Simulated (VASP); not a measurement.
# Al (Pm-3m) in VASP: notebook

Runs on Al. Level: PBE. Tasks: density of states.

Program: VASP 6.6.1. These are calculated values, not measurements. Logs are shortened: lines on timing, memory, paths and dates and some standing lists are left out, and cuts for length are marked.

### Step 1. The cell of the first run

It takes space group Pm-3m (No. 221, cubic). Conventional cell: a = 2.648 Å, b = 2.648 Å, c = 2.648 Å, α = 90.00°, β = 90.00°, γ = 90.00°. Within 3.5 Å of Al (site symmetry m-3m) lie 6 Al at 2.65 Å.

### Step 2. Density of states, PBE (volume scaled by 0.92)

File POSCAR:

```
Al
1.0
    2.6477064454      0.0000000000      0.0000000000
    0.0000000000      2.6477064454      0.0000000000
    0.0000000000      0.0000000000      2.6477064454
Al
1
Direct
    0.0000000000      0.0000000000      0.0000000000
```

File INCAR.step1:

```
SYSTEM = Al
PREC     = Accurate       ! precision mode
ENCUT    = 520            ! plane-wave cutoff, eV
EDIFF    = 1E-6           ! SCF threshold, eV
ISMEAR   = -1             ! smearing method
SIGMA    = 0.08           ! smearing width, eV
LREAL    = .FALSE.        ! projectors in reciprocal space
LASPH    = .TRUE.         ! aspherical terms in the spheres
NELM     = 60             ! most SCF steps
ALGO     = Normal         ! electronic algorithm
ISIF     = 2              ! what is computed and relaxed
LWAVE    = .FALSE.        ! write WAVECAR
LCHARG   = .TRUE.         ! write CHGCAR
GGA      = PE             ! functional
NBANDS   = 8              ! bands
```

File KPOINTS.step1:

```
regular mesh
0
G
  16 16 16
  0 0 0
```

File INCAR.step2:

```
SYSTEM = Al
PREC     = Accurate       ! precision mode
ENCUT    = 520            ! plane-wave cutoff, eV
EDIFF    = 1E-6           ! SCF threshold, eV
ISMEAR   = -5             ! smearing method
SIGMA    = 0.08           ! smearing width, eV
LREAL    = .FALSE.        ! projectors in reciprocal space
LASPH    = .TRUE.         ! aspherical terms in the spheres
NELM     = 60             ! most SCF steps
ALGO     = Normal         ! electronic algorithm
ISIF     = 2              ! what is computed and relaxed
LWAVE    = .FALSE.        ! write WAVECAR
LCHARG   = .FALSE.        ! write CHGCAR
GGA      = PE             ! functional
LORBIT   = 11             ! projections on sites
NBANDS   = 8              ! bands
NEDOS    = 1001           ! points of the DOS
ICHARG   = 11             ! starting density
```

File KPOINTS.step2:

```
regular mesh
0
G
  24 24 24
  0 0 0
```

Potentials or basis: VASP PAW PBE potentials, release 64 (Al).

Started as:

```console
$ cat potpaw_PBE.64/Al/POTCAR > POTCAR
$ cp INCAR.step1 INCAR
$ cp KPOINTS.step1 KPOINTS
$ mpirun -np 1 vasp_std > vasp.out
$ cp INCAR.step2 INCAR
$ cp KPOINTS.step2 KPOINTS
$ mpirun -np 1 vasp_std > vasp.out
```

OUTCAR:

```text
SYSTEM = Al
   PREC = Accurate
   ENCUT = 520
   EDIFF = 1E-6
   ISMEAR = -5
   LREAL = .FALSE.
   LASPH = .TRUE.
   NELM = 60
   ISIF = 2
   GGA = PE
   LORBIT = 11
   ICHARG = 11

 ion  position               nearest neighbor table
   1  0.000  0.000  0.000-

  LATTYP: Found a simple cubic cell.
 ALAT       =     2.6477064454

  Lattice vectors:

 A1 = (   2.6477064454,   0.0000000000,   0.0000000000)
 A2 = (   0.0000000000,   2.6477064454,   0.0000000000)
 A3 = (   0.0000000000,   0.0000000000,   2.6477064454)

Analysis of symmetry for initial positions (statically):
=====================================================================
 Subroutine PRICEL returns:
 Original cell was already a primitive cell.

 Routine SETGRP: Setting up the symmetry group for a
 simple cubic supercell.

 Subroutine GETGRP returns: Found 48 space group operations
 (whereof 48 operations were pure point group operations)
 out of a pool of 48 trial point group operations.

The static configuration has the point symmetry O_h .

Analysis of symmetry for dynamics (positions and initial velocities):
=====================================================================
 Subroutine PRICEL returns:
 Original cell was already a primitive cell.

 Routine SETGRP: Setting up the symmetry group for a
 simple cubic supercell.

 Subroutine GETGRP returns: Found 48 space group operations
 (whereof 48 operations were pure point group operations)
 out of a pool of 48 trial point group operations.

The dynamic configuration has the point symmetry O_h .

 Subroutine INISYM returns: Found 48 space group operations
 (whereof 48 operations are pure point group operations),
 and found     1 'primitive' translations

----------------------------------------------------------------------------------------

                                     Primitive cell

  volume of cell :      18.5613

  direct lattice vectors                    reciprocal lattice vectors
     2.647706445  0.000000000  0.000000000     0.377685374  0.000000000  0.000000000
     0.000000000  2.647706445  0.000000000     0.000000000  0.377685374  0.000000000
     0.000000000  0.000000000  2.647706445     0.000000000  0.000000000  0.377685374

  length of vectors
     2.647706445  2.647706445  2.647706445     0.377685374  0.377685374  0.377685374

  position of ions in fractional coordinates (direct lattice)
[... 76 lines left out ...]
   LASPH  =      T    aspherical Exc in radial PAW
   ENCUT  =  520.0 eV  38.22 Ry    6.18 a.u.   4.92  4.92  4.92*2*pi/ulx,y,z
   NELM   =     60;   NELMIN=  2; NELMDL=  0     # of ELM steps
   EDIFF  = 0.1E-05   stopping-criterion for ELM
   LREAL  =      F    real-space projection
[... 7 lines left out ...]
   TEBEG  =    0.0;   TEEND  =   0.0 temperature during run
   PSTRESS=    0.0 pullay stress
   NELECT =       3.0000    total number of electrons
   NUPDOWN=      -1.0000    fix difference up-down
   EMIN   =  10.00;   EMAX   =-10.00  energy-range for DOS
   EFERMI =   0.00;   METHOD = LEGACY
   ISMEAR =    -5;   SIGMA  =   0.08  broadening in eV -4-tet -1-fermi 0-gaus
   EFERMI_NEDOS =   21; number of points for ismear=-14 and -15
   IALGO  =     38    algorithm
   IMIX   =      4    mixing-type and parameters
     AMIX     =   0.40;   BMIX     =  1.00
     AMIX_MAG =   1.60;   BMIX_MAG =  1.00
  volume/ion in A,a.u.               =      18.56       125.26
  Fermi-wavevector in a.u.,A,eV,Ry     =   0.891755  1.685172 10.819713  0.795226
  Thomas-Fermi vector in A             =   2.013616
   LORBIT       =     11    0 simple, 1 ext, 2 COOP (PROOUT), +10 PAW based schemes
   GGA     = PE    functional components
   LHFCALC =     F    Hartree Fock is set to
   AEXX    =    0.0000 exact exchange contribution
   IVDW    =     0    specifies the selected vdW correction
   LEPSILON=     F    determine dielectric tensor
   LRPA    =     F    only Hartree local field effects (RPA)
 non-spin polarized calculation
 Fermi weights with tetrahedron method with Bloechl corrections
  energy-cutoff  :      520.00
  volume of cell :       18.56
 maximum number of plane-waves:       516
 NGX is ok and might be reduce to    20

 number of electron       3.0000000 magnetization

 Free energy of the ion-electron system (eV)
  ---------------------------------------------------
  ext. energy  EPLUGINS =         0.00000000
  ---------------------------------------------------
  free energy    TOTEN  =        -3.34879237 eV

  energy without entropy =       -3.34879237  energy(sigma->0) =       -3.34879237

 E-fermi :   6.3690     XC(G=0):  -9.7140

 val. band max:        6.4640976201   @ k =   0.5000   0.4583   0.2500
 cond. band min:       6.3040904649   @ k =   0.5000   0.4167   0.2500
 fundamental gap:     -0.1600071551
 Fermi energy:         6.3689566463

 k-point     1 :       0.0000    0.0000    0.0000
  band No.  band energies     occupation
      1      -3.6428      2.00000
      2      14.5900      0.00000
      3      14.5900      0.00000
      4      16.1520      0.00000
      5      16.1520      0.00000
      6      16.1520      0.00000
      7      22.8215      0.00000
      8      31.5325      0.00000
[... 243 lines left out ...]
 k-point    24 :       0.4583    0.0417    0.0000
  band No.  band energies     occupation
      1       0.6318      2.00000
      2       2.5451      2.00000
      3      16.8569      0.00000
      4      19.7243      0.00000
      5      19.7883      0.00000
      6      20.9325      0.00000
      7      21.5733      0.00000
      8      23.6658      0.00000

 [... further k-points ...]

------------------------ aborting loop because EDIFF is reached ----------------------------------------

  FORCE on cell =-STRESS in cart. coord.  units (eV):
  Direction    XX          YY          ZZ          XY          YZ          ZX
  --------------------------------------------------------------------------------------
  -------------------------------------------------------------------------------------
  Total        0.6519414      0.6519414      0.6519414      0.0000000      0.0000000     -0.0000000
  in kB       56.2742381     56.2742381     56.2742381      0.0000000      0.0000000     -0.0000000
  external PRESSURE =      56.2742381 kB  Pullay stress =       0.0000000 kB

 VOLUME and BASIS-vectors are now :
 -----------------------------------------------------------------------------
  energy-cutoff  :      520.00
  volume of cell :       18.56
      direct lattice vectors                 reciprocal lattice vectors
     2.647706445  0.000000000  0.000000000     0.377685374  0.000000000  0.000000000
     0.000000000  2.647706445  0.000000000     0.000000000  0.377685374  0.000000000
     0.000000000  0.000000000  2.647706445     0.000000000  0.000000000  0.377685374

 POSITION                                       TOTAL-FORCE (eV/Angst)
 -----------------------------------------------------------------------------------
      0.00000      0.00000      0.00000         0.000000      0.000000      0.000000
 -----------------------------------------------------------------------------------
    total drift:                               -0.000000      0.000000     -0.000000

  FREE ENERGIE OF THE ION-ELECTRON SYSTEM (eV)
  ---------------------------------------------------
  free  energy   TOTEN  =        -3.3487923698 eV

  energy  without entropy=       -3.3487923698  energy(sigma->0) =       -3.34879237

 total charge

# of ion       s       p       d       tot
------------------------------------------
    1        0.467   0.349   0.000   0.816
```

OSZICAR.step1:

```text
N       E                     dE             d eps       ncg     rms          rms(c)
DAV:   1    -0.199823521109E+01   -0.19982E+01   -0.81635E+02  2656   0.200E+02
DAV:   2    -0.335086105984E+01   -0.13526E+01   -0.12985E+01  3488   0.180E+01
DAV:   3    -0.335936362980E+01   -0.85026E-02   -0.84935E-02  3344   0.155E+00
DAV:   4    -0.335939687975E+01   -0.33250E-04   -0.33250E-04  3744   0.822E-02
DAV:   5    -0.335939711951E+01   -0.23975E-06   -0.23943E-06  3376   0.468E-03    0.111E+00
DAV:   6    -0.335481390098E+01    0.45832E-02   -0.17419E-03  3328   0.162E-01    0.654E-01
DAV:   7    -0.335170789113E+01    0.31060E-02   -0.45457E-03  3096   0.256E-01    0.104E-01
DAV:   8    -0.335171858216E+01   -0.10691E-04   -0.33626E-05  3736   0.381E-02    0.184E-02
DAV:   9    -0.335171810402E+01    0.47814E-06   -0.86712E-07  3224   0.377E-03
   1 F= -.33517181E+01 E0= -.33467782E+01  d E =-.987978E-02
```

It took 29 s on 1 thread of AMD EPYC 7R13 (Zen 3), shared host; peak memory 0.14 GiB.

What came out:

```yaml
Valence_electrons_inside_the_program's_atomic_spheres: Al 0.82
```

Caveat: the cell differs from its parent crystal (volume scaled by 0.92); tetrahedron occupations give inexact forces and stress in metals.

### Step 3. Density of states, PBE

This run uses another cell than the first one, of 20.18 Å³/atom, 1.087 times its volume.

File POSCAR:

```
Al
1.0
    2.7223286696      0.0000000000      0.0000000000
    0.0000000000      2.7223286696      0.0000000000
    0.0000000000      0.0000000000      2.7223286696
Al
1
Direct
    0.0000000000      0.0000000000      0.0000000000
```

File INCAR.step1:

```
SYSTEM = Al
  PREC = Accurate
  ENCUT = 520
  EDIFF = 1E-6
  ISMEAR = -1
  SIGMA = 0.08
  LREAL = .FALSE.
  LASPH = .TRUE.
  NELM = 100
  ALGO = Normal
  ISIF = 2
  LWAVE = .FALSE.
  LCHARG = .TRUE.
  GGA = PE
  NBANDS = 8
```

KPOINTS.step1 is that of step 2.

File INCAR.step2:

```
SYSTEM = Al
  PREC = Accurate
  ENCUT = 520
  EDIFF = 1E-6
  ISMEAR = -5
  SIGMA = 0.08
  LREAL = .FALSE.
  LASPH = .TRUE.
  NELM = 100
  ALGO = Normal
  ISIF = 2
  LWAVE = .FALSE.
  LCHARG = .FALSE.
  GGA = PE
  LORBIT = 10
  NBANDS = 8
  NEDOS = 2001
  ICHARG = 11
```

KPOINTS.step2 is that of step 2.

Potentials or basis: VASP PAW PBE potentials, release 64 (Al).

Started as:

```console
$ cat potpaw_PBE.64/Al/POTCAR > POTCAR
$ cp INCAR.step1 INCAR
$ cp KPOINTS.step1 KPOINTS
$ mpirun -np 1 vasp_std > vasp.out
$ cp INCAR.step2 INCAR
$ cp KPOINTS.step2 KPOINTS
$ mpirun -np 1 vasp_std > vasp.out
```

Wall time 29 s (1 thread of AMD EPYC 7R13 (Zen 3), shared host); peak memory 0.14 GiB.

The run converged. Its results:

* Valence electrons inside the program's atomic spheres: Al 0.79

Levels at points of the mesh, in eV from the Fermi level:
| k point | band 1 | band 2 | band 3 | band 4 | band 5 | band 6 | band 7 |
| --- | --- | --- | --- | --- | --- | --- | --- |
| (0.00, 0.00, 0.00) | -9.52 | 8.01 | 8.01 | 9.14 | 9.14 | 9.14 | 15.39 |
| (0.50, 0.00, 0.00) | -5.18 | -4.06 | 10.57 | 12.66 | 12.66 | 14.21 | 14.21 |
| (0.50, 0.50, 0.00) | -0.52 | -0.52 | -0.27 | 2.23 | 16.21 | 16.81 | 16.81 |
| (0.50, 0.50, 0.50) | 2.89 | 2.89 | 2.89 | 5.61 | 5.61 | 5.61 | 6.89 |

Caveat: tetrahedron occupations give inexact forces and stress in metals.
